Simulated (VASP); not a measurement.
# ReS (F-43m) in VASP: further runs

Runs on ReS. Level: PBE. Tasks: single point.

Program: VASP 6.6.1. These are calculated values, not measurements. Logs are shortened: lines on timing, memory, paths and dates and some standing lists are left out, and cuts for length are marked.

### 1 The cell of the first run

The structure is cubic, space group F-43m (No. 216). Conventional cell: a = 5.356 Å, b = 5.356 Å, c = 5.356 Å, α = 90.00°, β = 90.00°, γ = 90.00°. Within 3.1 Å of Re (site symmetry -43m) lie 4 S at 2.32 Å. Within 3.1 Å of S (site symmetry -43m) lie 4 Re at 2.32 Å.

### 2 Single point, PBE, collinear spin, ferromagnetic start (volume scaled by 1.070)

Input file INCAR:

```
PREC = Accurate
ENCUT = 520
EDIFF = 1E-7
ISMEAR = 0
SIGMA = 0.05
LREAL = False
LASPH = True
NELM = 150
ALGO = Normal
ISIF = 2
LWAVE = False
LCHARG = False
ISPIN = 2
MAGMOM = 0.07 0
LORBIT = 11
LMAXMIX = 4
GGA = PE
NBANDS = 18
```

Input file KPOINTS:

```
Automatic mesh
0
Gamma
  12 12 12
```

Input file POSCAR:

```
ReS
1.0
    0.0000000000      2.6780509254      2.6780509254
    2.6780509254      0.0000000000      2.6780509254
    2.6780509254      2.6780509254      0.0000000000
Re S
1 1
Direct
    0.0000000000      0.0000000000      0.0000000000
    0.2500000000      0.2500000000      0.2500000000
```

Potentials or basis: VASP PAW PBE potentials, release 64 (Re, S).

On the command line:

```bash
> cat potpaw_PBE.64/Re/POTCAR potpaw_PBE.64/S/POTCAR > POTCAR
> mpirun -np 1 vasp_std > vasp.out
```

OUTCAR:

```text
PREC = Accurate
   ENCUT = 520
   EDIFF = 1E-7
   ISMEAR = 0
   LREAL = False
   LASPH = True
   NELM = 150
   ISIF = 2
   ISPIN = 2
   LORBIT = 11
   GGA = PE

 ion  position               nearest neighbor table
   1  0.000  0.000  0.000-   2 2.32   2 2.32   2 2.32   2 2.32
   2  0.250  0.250  0.250-   1 2.32   1 2.32   1 2.32   1 2.32

  LATTYP: Found a face centered cubic cell.
 ALAT       =     5.3561018508

  Lattice vectors:

 A1 = (   0.0000000000,   2.6780509254,   2.6780509254)
 A2 = (   2.6780509254,   0.0000000000,   2.6780509254)
 A3 = (   2.6780509254,   2.6780509254,   0.0000000000)

Analysis of symmetry for initial positions (statically):
=====================================================================
 Subroutine PRICEL returns:
 Original cell was already a primitive cell.

 Routine SETGRP: Setting up the symmetry group for a
 face centered cubic supercell.

 Subroutine GETGRP returns: Found 24 space group operations
 (whereof 24 operations were pure point group operations)
 out of a pool of 48 trial point group operations.

The static configuration has the point symmetry T_d .

Analysis of symmetry for dynamics (positions and initial velocities):
=====================================================================
 Subroutine PRICEL returns:
 Original cell was already a primitive cell.

 Routine SETGRP: Setting up the symmetry group for a
 face centered cubic supercell.

 Subroutine GETGRP returns: Found 24 space group operations
 (whereof 24 operations were pure point group operations)
 out of a pool of 48 trial point group operations.

The dynamic configuration has the point symmetry T_d .

Analysis of structural, dynamic, and magnetic symmetry:
=====================================================================
 Subroutine PRICEL returns:
 Original cell was already a primitive cell.

 Routine SETGRP: Setting up the symmetry group for a
 face centered cubic supercell.

 Subroutine GETGRP returns: Found 24 space group operations
 (whereof 24 operations were pure point group operations)
 out of a pool of 48 trial point group operations.

The overall configuration has the point symmetry T_d .

 Subroutine INISYM returns: Found 24 space group operations
 (whereof 24 operations are pure point group operations),
 and found     1 'primitive' translations

----------------------------------------------------------------------------------------

                                     Primitive cell

  volume of cell :      38.4137

  direct lattice vectors                    reciprocal lattice vectors
     0.000000000  2.678050925  2.678050925    -0.186702947  0.186702947  0.186702947
     2.678050925  0.000000000  2.678050925     0.186702947 -0.186702947  0.186702947
     2.678050925  2.678050925  0.000000000     0.186702947  0.186702947 -0.186702947

  length of vectors
     3.787335939  3.787335939  3.787335939     0.323378990  0.323378990  0.323378990

  position of ions in fractional coordinates (direct lattice)
     0.000000000  0.000000000  0.000000000
     0.250000000  0.250000000  0.250000000

  ion indices of the primitive-cell ions
   primitive index   ion index
                 1           1
                 2           2

----------------------------------------------------------------------------------------

 KPOINTS: Automatic mesh

Automatic generation of k-mesh.
 Grid dimensions read from file:
 generate k-points for:   12   12   12

 Generating k-lattice:

  Cartesian coordinates                     Fractional coordinates (reciprocal lattice)
    -0.015558579  0.015558579  0.015558579     0.083333333  0.000000000  0.000000000
     0.015558579 -0.015558579  0.015558579     0.000000000  0.083333333  0.000000000
     0.015558579  0.015558579 -0.015558579     0.000000000  0.000000000  0.083333333

  Length of vectors
     0.026948249  0.026948249  0.026948249

  Shift w.r.t. Gamma in fractional coordinates (k-lattice)
     0.000000000  0.000000000  0.000000000

 Subroutine IBZKPT returns following result:
 ===========================================

 Found     72 irreducible k-points:

 Following reciprocal coordinates:
            Coordinates               Weight
  0.000000  0.000000  0.000000      1.000000
  0.083333  0.000000  0.000000      8.000000
  0.166667  0.000000  0.000000      8.000000
  0.250000  0.000000  0.000000      8.000000
  0.333333  0.000000  0.000000      8.000000
  0.416667  0.000000  0.000000      8.000000
[... 16 lines left out ...]
  0.500000  0.166667  0.000000     24.000000
 -0.416667  0.166667  0.000000     24.000000
 [... further k-points ...]
   k-points           NKPTS =     72   k-points in BZ     NKDIM =     72   number of bands    NBANDS=     18
   number of dos      NEDOS =    301   number of ions     NIONS =      2
   total plane-waves  NPLWV =  21952
   dimension x,y,z NGX =    28 NGY =   28 NGZ =   28
   dimension x,y,z NGXF=    56 NGYF=   56 NGZF=   56
   ions per type =               1   1
   NGX,Y,Z   is equivalent  to a cutoff of  12.29, 12.29, 12.29 a.u.
   NGXF,Y,Z  is equivalent  to a cutoff of  24.58, 24.58, 24.58 a.u.
 SYSTEM =  unknown system
   PREC   = accura    normal or accurate (medium, high low for compatibility)
   ISTART =      0    job   : 0-new  1-cont  2-samecut
   ICHARG =      2    charge: 1-file 2-atom 10-const
   ISPIN  =      2    spin polarized calculation?
   LNONCOLLINEAR =      F non collinear calculations
   LSORBIT =      F    spin-orbit coupling
   LASPH  =      T    aspherical Exc in radial PAW
   ENCUT  =  520.0 eV  38.22 Ry    6.18 a.u.   7.04  7.04  7.04*2*pi/ulx,y,z
   NELM   =    150;   NELMIN=  2; NELMDL= -5     # of ELM steps
   EDIFF  = 0.1E-06   stopping-criterion for ELM
   LREAL  =      F    real-space projection
   EDIFFG = 0.1E-05   stopping-criterion for IOM
   NSW    =      0    number of steps for IOM
   IBRION =     -1    ionic relax: 0-MD 1-quasi-New 2-CG
   NFREE  =      0    steps in history (QN), initial steepest desc. (CG)
   ISIF   =      2    stress and relaxation
   ISYM   =      2    0-nonsym 1-usesym 2-fastsym
   POTIM  = 0.5000    time-step for ionic-motion
   TEBEG  =    0.0;   TEEND  =   0.0 temperature during run
   PSTRESS=    0.0 pullay stress
   NELECT =      13.0000    total number of electrons
   NUPDOWN=      -1.0000    fix difference up-down
   EMIN   =  10.00;   EMAX   =-10.00  energy-range for DOS
   EFERMI =   0.00;   METHOD = LEGACY
   ISMEAR =     0;   SIGMA  =   0.05  broadening in eV -4-tet -1-fermi 0-gaus
   EFERMI_NEDOS =   21; number of points for ismear=-14 and -15
   IALGO  =     38    algorithm
   IMIX   =      4    mixing-type and parameters
     AMIX     =   0.40;   BMIX     =  1.00
     AMIX_MAG =   1.60;   BMIX_MAG =  1.00
  volume/ion in A,a.u.               =      19.21       129.61
  Fermi-wavevector in a.u.,A,eV,Ry     =   1.140846  2.155887 17.708393  1.301530
  Thomas-Fermi vector in A             =   2.277548
   LORBIT       =     11    0 simple, 1 ext, 2 COOP (PROOUT), +10 PAW based schemes
   GGA     = PE    functional components
   LHFCALC =     F    Hartree Fock is set to
   AEXX    =    0.0000 exact exchange contribution
   IVDW    =     0    specifies the selected vdW correction
   LEPSILON=     F    determine dielectric tensor
   LRPA    =     F    only Hartree local field effects (RPA)
 spin polarized calculation
 Gauss-broadening in eV      SIGMA  =   0.05
  energy-cutoff  :      520.00
  volume of cell :       38.41
 maximum number of plane-waves:      1056
   NGX = 15   NGY = 15   NGZ = 15

 number of electron      13.0000000 magnetization       0.1411241

 Free energy of the ion-electron system (eV)
  ---------------------------------------------------
  ext. energy  EPLUGINS =         0.00000000
  ---------------------------------------------------
  free energy    TOTEN  =       -15.75687215 eV

  energy without entropy =      -15.75320756  energy(sigma->0) =      -15.75503985

 E-fermi :   5.6395     XC(G=0): -10.8457

 val. band max:        5.6391360601   @ k =  -0.3333   0.1667   0.0000
 cond. band min:       5.6506161415   @ k =   0.4167   0.4167   0.0000
 fundamental gap:      0.0114800814
 Fermi energy:         5.6394808800

 spin component 1

 k-point     1 :       0.0000    0.0000    0.0000
  band No.  band energies     occupation
      1      -9.7767      1.00000
      2      -0.2591      1.00000
      3      -0.2591      1.00000
      4      -0.2591      1.00000
      5       4.5884      1.00000
      6       4.5884      1.00000
[... 10 lines left out ...]
     17      20.7482      0.00000
     18      20.7482      0.00000

 k-point     2 :       0.0833    0.0000    0.0000
  band No.  band energies     occupation
      1      -9.7199      1.00000
      2      -0.3581      1.00000
      3      -0.2232      1.00000
      4      -0.2232      1.00000
      5       4.5562      1.00000
      6       4.5562      1.00000
[... 10 lines left out ...]
     17      21.0655      0.00000
     18      21.3777      0.00000

 k-point     3 :       0.1667    0.0000    0.0000
  band No.  band energies     occupation
      1      -9.5621      1.00000
      2      -0.5860      1.00000
      3      -0.1285      1.00000
      4      -0.1285      1.00000
      5       4.5027      1.00000
      6       4.5028      1.00000
[... 10 lines left out ...]
     17      22.1651      0.00000
     18      22.2799      0.00000

 k-point     4 :       0.2500    0.0000    0.0000
  band No.  band energies     occupation
      1      -9.3403      1.00000
      2      -0.8119      1.00000
      3      -0.0088      1.00000
      4      -0.0088      1.00000
      5       4.5189      1.00000
      6       4.5189      1.00000
[... 375 lines left out ...]
      4       0.3326      1.00000
      5       4.1174      1.00000
      6       5.1825      1.00000
[... 10 lines left out ...]
     17      22.4281      0.00000
     18      23.6472      0.00000

 k-point    23 :       0.5000    0.1667    0.0000
  band No.  band energies     occupation
      1      -8.8013      1.00000
      2      -0.9099      1.00000
      3       0.0515      1.00000
      4       0.3709      1.00000
      5       4.2764      1.00000
      6       5.1066      1.00000
[... 10 lines left out ...]
     17      22.3021      0.00000
     18      23.5109      0.00000

 k-point    24 :      -0.4167    0.1667    0.0000
  band No.  band energies     occupation
      1      -8.7857      1.00000
      2      -0.8131      1.00000
      3      -0.0378      1.00000
      4       0.3539      1.00000
      5       4.3361      1.00000
      6       4.7851      1.00000
[... 10 lines left out ...]
     17      22.5201      0.00000
     18      23.9264      0.00000

 [... further k-points ...]

 spin component 2

 k-point     1 :       0.0000    0.0000    0.0000
  band No.  band energies     occupation
      1      -9.7662      1.00000
      2      -0.2333      1.00000
      3      -0.2333      1.00000
      4      -0.2333      1.00000
      5       4.6962      1.00000
      6       4.6962      1.00000
[... 10 lines left out ...]
     17      20.7766      0.00000
     18      20.7766      0.00000

 k-point     2 :       0.0833    0.0000    0.0000
  band No.  band energies     occupation
      1      -9.7096      1.00000
      2      -0.3323      1.00000
      3      -0.1975      1.00000
      4      -0.1975      1.00000
      5       4.6628      1.00000
      6       4.6629      1.00000
[... 10 lines left out ...]
     17      21.0976      0.00000
     18      21.4055      0.00000

 k-point     3 :       0.1667    0.0000    0.0000
  band No.  band energies     occupation
      1      -9.5525      1.00000
      2      -0.5602      1.00000
      3      -0.1028      1.00000
      4      -0.1028      1.00000
      5       4.6066      1.00000
      6       4.6067      1.00000
[... 10 lines left out ...]
     17      22.2000      0.00000
     18      22.3071      0.00000

 k-point     4 :       0.2500    0.0000    0.0000
  band No.  band energies     occupation
      1      -9.3317      1.00000
      2      -0.7866      1.00000
      3       0.0174      1.00000
      4       0.0174      1.00000
      5       4.6200      1.00000
      6       4.6200      1.00000
[... 375 lines left out ...]
      4       0.3579      1.00000
      5       4.1981      1.00000
      6       5.2904      1.00000
[... 10 lines left out ...]
     17      22.4480      0.00000
     18      23.6886      0.00000

 k-point    23 :       0.5000    0.1667    0.0000
  band No.  band energies     occupation
      1      -8.7952      1.00000
      2      -0.8848      1.00000
      3       0.0785      1.00000
      4       0.3973      1.00000
      5       4.3437      1.00000
      6       5.2065      1.00000
[... 10 lines left out ...]
     17      22.3309      0.00000
     18      23.5576      0.00000

 k-point    24 :      -0.4167    0.1667    0.0000
  band No.  band energies     occupation
      1      -8.7796      1.00000
      2      -0.7894      1.00000
      3      -0.0097      1.00000
      4       0.3810      1.00000
      5       4.3964      1.00000
      6       4.8788      1.00000
[... 10 lines left out ...]
     17      22.5532      0.00000
     18      23.9160      0.00000

 [... further k-points ...]
[... 5 lines left out ...]
  --------------------------------------------------------------------------------------
  -------------------------------------------------------------------------------------
  Total       -2.2542030     -2.2542030     -2.2542030      0.0000000      0.0000000      0.0000000
  in kB      -94.0193229    -94.0193229    -94.0193229      0.0000000      0.0000000      0.0000000
  external PRESSURE =     -94.0193229 kB  Pullay stress =       0.0000000 kB

 VOLUME and BASIS-vectors are now :
 -----------------------------------------------------------------------------
  energy-cutoff  :      520.00
  volume of cell :       38.41
      direct lattice vectors                 reciprocal lattice vectors
     0.000000000  2.678050925  2.678050925    -0.186702947  0.186702947  0.186702947
     2.678050925  0.000000000  2.678050925     0.186702947 -0.186702947  0.186702947
     2.678050925  2.678050925  0.000000000     0.186702947  0.186702947 -0.186702947

 POSITION                                       TOTAL-FORCE (eV/Angst)
 -----------------------------------------------------------------------------------
      0.00000      0.00000      0.00000        -0.000000     -0.000000     -0.000000
      1.33903      1.33903      1.33903         0.000000      0.000000      0.000000
 -----------------------------------------------------------------------------------
    total drift:                               -0.000000     -0.000000     -0.000000

  FREE ENERGIE OF THE ION-ELECTRON SYSTEM (eV)
  ---------------------------------------------------
  free  energy   TOTEN  =       -15.7568721450 eV

  energy  without entropy=      -15.7532075581  energy(sigma->0) =      -15.75503985

 total charge

# of ion       s       p       d       tot
------------------------------------------
    1        0.504   0.421   5.038   5.963
    2        1.298   2.344   0.000   3.642
--------------------------------------------------
tot          1.802   2.765   5.038   9.605

 magnetization (x)

# of ion       s       p       d       tot
------------------------------------------
    1        0.006   0.004   0.118   0.127
    2       -0.001  -0.001   0.000  -0.002
--------------------------------------------------
tot          0.005   0.002   0.118   0.126
```

It took 71 s on 1 thread of Intel Xeon 6975P-C (Granite Rapids), shared host; peak memory 0.22 GiB.

Results:

| Property | Result |
| --- | --- |
| Free energy | -15.7569 eV |
| Pressure | -9.4 GPa |
| Net moment | 0.14 μB per cell |
| Site moments | Re +0.13; S -0.00 μB |
| Valence electrons inside the program's atomic spheres | Re 5.96; S 3.64 |

Caveat: spin-orbit coupling is left out, which moves the levels of the heavy elements.

### 3 Single point, PBE, collinear spin, ferromagnetic start (volume scaled by 1.100)

Input file INCAR:

```
SYSTEM = ReS
ALGO = Normal ; EDIFF = 1E-6
ENCUT = 520 ; GGA = PE
ISIF = 2 ; ISMEAR = 0
ISPIN = 2 ; LASPH = .True.
LCHARG = .False. ; LMAXMIX = 4
LORBIT = 11 ; LREAL = .False.
LWAVE = .False. ; MAGMOM = 0.11 0
NBANDS = 18 ; NELM = 150
PREC = Accurate ; SIGMA = 0.05
```

Input file KPOINTS:

```
k-points
0
Gamma
  12 12 12
  0 0 0
```

Input file POSCAR:

```
ReS
1.0
    0.0000000000      2.7028491042      2.7028491042
    2.7028491042      0.0000000000      2.7028491042
    2.7028491042      2.7028491042      0.0000000000
Re S
1 1
Direct
    0.0000000000      0.0000000000      0.0000000000
    0.2500000000      0.2500000000      0.2500000000
```

Potentials or basis: VASP PAW PBE potentials, release 64 (Re, S).

On the command line:

```bash
> cat potpaw_PBE.64/Re/POTCAR potpaw_PBE.64/S/POTCAR > POTCAR
> mpirun -np 1 vasp_std > vasp.out
```

It took 43 s on 1 thread of Intel Xeon 6975P-C (Granite Rapids), shared host; peak memory 0.22 GiB.

It converged, with:

```
Free energy                                           : -15.6824 eV
Pressure                                              : -12.9 GPa
Net moment                                            : 0.15 μB per cell
Site moments                                          : Re +0.14; S -0.00 μB
Valence electrons inside the program's atomic spheres : Re 5.89; S 3.63
```

Levels at points of the mesh, in eV from the Fermi level:
Spin up:
```
           k point  band 4  band 5  band 6  band 7  band 8  band 9
(0.00, 0.00, 0.00)   -5.77   -1.00   -1.00    0.93    4.28    4.28
(0.50, 0.00, 0.00)   -5.34   -0.57   -0.57   -0.51    2.09    2.09
(0.50, 0.50, 0.00)   -4.55   -1.97   -0.77    0.09    0.57    0.57
```
Spin down:
```tsv
k point	band 2	band 3	band 4	band 5	band 6	band 7	band 8	band 9	band 10	band 11
(0.00, 0.00, 0.00)	-5.74	-5.74	-5.74	-0.89	-0.89	0.96	4.32	4.32	4.32	7.66
(0.50, 0.00, 0.00)	-6.48	-5.31	-5.31	-0.46	-0.46	-0.46	2.13	2.13	3.63	8.43
(0.50, 0.50, 0.00)	-7.05	-4.54	-4.54	-1.92	-0.67	0.22	0.62	0.62	6.88	7.61
```

Caveat: spin-orbit coupling is left out, which moves the levels of the heavy elements.
